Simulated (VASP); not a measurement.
# PbF2 (Fm-3m) in VASP: further runs, part 2 of 2

VASP 6.6.1. The steps go on from the part before.

## (5) Relaxation of cell and atoms, PBEsol, target pressure 4 GPa, at which the enthalpy is minimised

This run uses another cell than the first one, of 17.10 Å³/atom.

INCAR reads:

```
ALGO = Normal ; EDIFF = 1E-6
EDIFFG = -0.002 ; ENCUT = 600
GGA = PS ; IBRION = 2
ISIF = 3 ; ISMEAR = 0
LASPH = True ; LCHARG = False
LREAL = False ; LWAVE = False
NELM = 80 ; NSW = 100
PREC = Accurate ; PSTRESS = 40.0
SIGMA = 0.01
```

KPOINTS reads:

```
k-points
0
Gamma
  6 6 6
```

POSCAR reads:

```
PbF2
1.0
    0.0000000000      2.9493366667      2.9493366667
    2.9493366667      0.0000000000      2.9493366667
    2.9493366667      2.9493366667      0.0000000000
Pb F
1 2
Direct
    0.0000000000      0.0000000000      0.0000000000
    0.2500000000      0.2500000000      0.2500000000
    0.7500000000      0.7500000000      0.7500000000
```

On the command line:

```bash
$ cat potpaw_PBE.64/Pb_d/POTCAR potpaw_PBE.64/F/POTCAR > POTCAR
$ mpirun -np 1 vasp_std > vasp.out
```

Wall time 74 s (1 thread of Intel Xeon 8259CL, shared host); peak memory 0.21 GiB.

It converged, with:

```
Free energy                                                : -14.9122 eV
Relaxed volume                                             : 16.27 Å³/atom
Relaxed cell                                               : a = 4.102 Å, b = 4.102 Å, c = 4.102 Å, α = 60.00°, β = 60.00°, γ = 60.00°
Space group after relaxing (to 0.1 Å)                      : Fm-3m (No. 225)
Energy change on relaxing (the run minimises the enthalpy) : +9.3 meV/atom
Ionic steps                                                : 3
Pressure after relaxing                                    : 4.0 GPa
Band gap on the k mesh                                     : 4.31 eV (least direct gap 4.44 eV)
```

Step by step:
```
step  energy change (eV)  largest force (eV/Å)  pressure (GPa)  volume (Å³)
   1              0.0000                0.0000           -0.22        51.31
   2              0.0514                0.0000            5.61        48.04
   3              0.0278                0.0000            4.00        48.82
```

Final structure:
```yaml
crystal:
  lattice:
    - [0.00000, 2.90089, 2.90089]
    - [2.90089, 0.00000, 2.90089]
    - [2.90089, 2.90089, 0.00000]
  atoms:
    - { symbol: Pb, position: [0.00000, 0.00000, 0.00000] }
    - { symbol: F, position: [0.25000, 0.25000, 0.25000] }
    - { symbol: F, position: [0.75000, 0.75000, 0.75000] }
```

Levels at points of the mesh, in eV from the valence-band top:
| k point | band 10 | band 11 | band 12 | band 13 | band 14 | band 15 | band 16 | band 17 | band 18 |
| --- | --- | --- | --- | --- | --- | --- | --- | --- | --- |
| (0.00, 0.00, 0.00) | -2.88 | -2.88 | -2.37 | -2.37 | -2.37 | 6.74 | 6.74 | 6.74 | 10.67 |
| (0.50, 0.00, 0.00) | -3.16 | -3.16 | -2.53 | -2.53 | -0.03 | 4.93 | 7.80 | 7.80 | 13.19 |
| (0.50, 0.50, 0.00) | -4.13 | -1.91 | -1.89 | -1.89 | -0.13 | 4.31 | 8.08 | 8.08 | 8.67 |

Caveat: the cell is relaxed towards a set pressure, so the run minimises the enthalpy, not the energy; the PAW data sets were made with another functional, which shifts forces and pressure a little; spin-orbit coupling is left out, which moves the levels of the heavy elements. A k mesh can miss the band edges.

## (6) Relaxation of cell and atoms, PBEsol, target pressure 7 GPa, at which the enthalpy is minimised

This run uses another cell than the first one, of 17.10 Å³/atom.

INCAR reads:

```
SYSTEM = PbF2
PREC = Accurate
ENCUT = 600
EDIFF = 1E-6
ISMEAR = 0
SIGMA = 0.01
LREAL = .False.
LASPH = .True.
NELM = 100
ALGO = Normal
ISIF = 3
LWAVE = .False.
LCHARG = .False.
GGA = PS
IBRION = 2
NSW = 100
EDIFFG = -0.002
PSTRESS = 70.0
```

KPOINTS reads:

```
Automatic mesh
0
Gamma
  6 6 6
  0 0 0
```

POSCAR is that of step 5.

Potentials or basis: VASP PAW PBE potentials, release 64 (Pb_d, F).

On the command line:

```bash
$ cat potpaw_PBE.64/Pb_d/POTCAR potpaw_PBE.64/F/POTCAR > POTCAR
$ mpirun -np 1 vasp_std > vasp.out
```

Run time: 77 s. Hardware: 1 thread of Intel Xeon 8259CL, shared host; peak memory 0.22 GiB.

Results (log left out):

```
Free energy                                                : -14.8643 eV
Relaxed volume                                             : 15.81 Å³/atom
Relaxed cell                                               : a = 4.063 Å, b = 4.063 Å, c = 4.063 Å, α = 60.00°, β = 60.00°, γ = 60.00°
Space group after relaxing (to 0.1 Å)                      : Fm-3m (No. 225)
Energy change on relaxing (the run minimises the enthalpy) : +25.2 meV/atom
Ionic steps                                                : 3
Pressure after relaxing                                    : 7.0 GPa
Band gap on the k mesh                                     : 4.30 eV (least direct gap 4.43 eV)
```

The path:
| step | energy change (eV) | largest force (eV/Å) | pressure (GPa) | volume (Å³) |
| --- | --- | --- | --- | --- |
| 1 | 0.0000 | 0.0000 | -0.22 | 51.31 |
| 2 | 0.1667 | 0.0000 | 11.10 | 45.80 |
| 3 | 0.0757 | 0.0000 | 6.99 | 47.42 |

Final structure:
```
Pb F
1.0
     0.00000    2.87277    2.87277
     2.87277    0.00000    2.87277
     2.87277    2.87277    0.00000
Pb F
1 2
Direct
  0.00000 0.00000 0.00000
  0.25000 0.25000 0.25000
  0.75000 0.75000 0.75000
```

Levels at points of the mesh, in eV from the valence-band top:
```
           k point  band 11  band 12  band 13  band 14  band 15  band 16  band 17  band 18
(0.00, 0.00, 0.00)    -3.09    -2.58    -2.58    -2.58     6.75     6.75     6.75    10.73
(0.50, 0.00, 0.00)    -3.40    -2.73    -2.73    -0.05     4.91     7.89     7.89    13.22
(0.50, 0.50, 0.00)    -2.10    -2.06    -2.06    -0.13     4.30     8.18     8.18     8.58
```

Caveat: the cell is relaxed towards a set pressure, so the run minimises the enthalpy, not the energy; the PAW data sets were made with another functional, which shifts forces and pressure a little; spin-orbit coupling is left out, which moves the levels of the heavy elements. A k mesh can miss the band edges.

## (7) Overview

```tsv
task	cell	cutoff (eV)	gap on the mesh (eV)	pressure (GPa)
single point	a = 4.137 Å, angles 60.0°, 3 atoms	520	4.32	1.8
relaxation of cell and atoms	relaxed to 1 GPa from a = 4.171 Å, angles 60.0°, 3 atoms	600	4.32	1.0
relaxation of cell and atoms	relaxed to 2 GPa from a = 4.171 Å, angles 60.0°, 3 atoms	600	4.32	2.0
relaxation of cell and atoms	relaxed to 4 GPa from a = 4.171 Å, angles 60.0°, 3 atoms	600	4.31	4.0
relaxation of cell and atoms	relaxed to 7 GPa from a = 4.171 Å, angles 60.0°, 3 atoms	600	4.30	7.0
```

Alike in all rows: level PBEsol; potentials or basis VASP PAW PBE potentials, release 64 (Pb_d, F); no spin polarisation; k mesh 6 × 6 × 6; smearing gaussian 0.01 eV.

Caveats: the PAW data sets were made with another functional, which shifts forces and pressure a little; spin-orbit coupling is left out, which moves the levels of the heavy elements; the cell is relaxed towards a set pressure, so the run minimises the enthalpy, not the energy (at least some runs).

Absolute energies hang on the potentials; compare differences alone.
